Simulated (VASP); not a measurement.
A run of VASP 6.6.1:

INCAR

```
SYSTEM = F
PREC = Accurate
ENCUT = 520
EDIFF = 1E-7
ISMEAR = -1
SIGMA = 0.05
LREAL = .False.
LASPH = .True.
NELM = 100
ALGO = Normal
ISIF = 2
LWAVE = .False.
LCHARG = .False.
GGA = PE
NBANDS = 10
```

The input KPOINTS:

```
regular mesh
0
Gamma
  17 17 17
  0 0 0
```

POSCAR

```
F
1.0
    1.8479010102      0.0000000000      0.0000000000
    0.0000000000      1.8479010102      0.0000000000
    0.0000000000      0.0000000000      1.8479010102
F
1
Direct
    0.0000000000      0.0000000000      0.0000000000
```

Potentials or basis: VASP PAW PBE potentials, release 64 (F).

Launch:

```bash
$ cat potpaw_PBE.64/F/POTCAR > POTCAR
$ mpirun -np 1 vasp_std > vasp.out
```

Hardware: 1 thread of Intel(R) Xeon(R) Platinum 8375C CPU @ 2.90GHz (Ice Lake), with other jobs on the host.

**Question.** How long does it take, and how much memory?

**Answer.** Wall time 3 s on 1 thread of Intel(R) Xeon(R) Platinum 8375C CPU @ 2.90GHz (Ice Lake), with other jobs on the host, peak memory 0.11 GiB. Counts: scf iterations 11, k points 165.
